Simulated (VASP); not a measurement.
SrVO3: single point with PBE

The system is SrVO3.

```
CELL_PARAMETERS angstrom
3.84090 0.00000 0.00000
0.00000 3.84090 0.00000
0.00000 0.00000 3.84090
ATOMIC_POSITIONS crystal
Sr 0.50000 0.50000 0.50000
V 0.00000 0.00000 0.00000
O 0.50000 0.00000 0.00000
O 0.00000 0.50000 0.00000
O 0.00000 0.00000 0.50000
```

```json
{
 "Program": "VASP 6.6.1",
 "Task": "single point",
 "Functional": "PBE",
 "Potentials or basis": "VASP PAW PBE potentials, release 64 (Sr_sv, V_sv, O)",
 "Cutoff": "520 eV",
 "k mesh": "6 × 6 × 6",
 "Occupations": "methfessel-paxton, width 0.15 eV",
 "Spin": "collinear spin, ferromagnetic start",
 "Starting moments": "[0.0, 1.5, 0.0, 0.0, 0.0] μB",
 "Dipole correction": "no",
 "Further INCAR settings": "ALGO = Normal; EDIFF = 1e-06; NBANDS = 32"
}
```

- Pressure: 3.7 GPa
- Net moment: 0.52 μB per cell
- Site moments: Sr +0.00; V +0.49; O -0.01 μB
- Valence electrons inside the program's atomic spheres: Sr 8.02; V 11.59; O 5.05

Levels at points of the mesh, in eV from the Fermi level:
Spin up:
```
           k point  band 17  band 18  band 19  band 20  band 21  band 22  band 23  band 24
(0.00, 0.00, 0.00)    -3.21    -2.37    -2.37    -2.37    -1.19    -1.19    -1.19     1.19
(0.50, 0.00, 0.00)    -4.54    -4.07    -2.82    -2.82    -1.08     0.78     0.78     1.20
(0.50, 0.50, 0.00)    -4.08    -3.59    -3.59    -2.08     0.74     0.74     1.08     2.23
(0.50, 0.50, 0.50)    -5.92    -1.98    -1.98    -1.98     1.32     1.32     1.32     5.25
```
Spin down:
```tsv
k point	band 16	band 17	band 18	band 19	band 20	band 21	band 22	band 23	band 24	band 25
(0.00, 0.00, 0.00)	-3.21	-3.21	-2.38	-2.38	-2.38	-0.63	-0.63	-0.63	1.46	1.46
(0.50, 0.00, 0.00)	-4.46	-4.46	-4.07	-2.82	-2.82	-0.49	1.26	1.26	1.48	3.75
(0.50, 0.50, 0.00)	-5.00	-4.06	-3.58	-3.58	-2.08	1.25	1.25	1.63	2.48	5.62
(0.50, 0.50, 0.50)	-5.82	-5.82	-1.99	-1.99	-1.99	1.85	1.85	1.85	5.27	5.27
```

It took 110 s on 1 thread of AMD EPYC 7R43 64-Core Processor (Zen 3), on a shared host, peak memory 0.19 GiB.

Caveat: semilocal functionals often make such compounds metallic where correlation or magnetic order opens a gap, which also shifts bond lengths. With open d or f shells a metallic result of PBE can be an artefact of self-interaction; +U or a hybrid may open a gap.
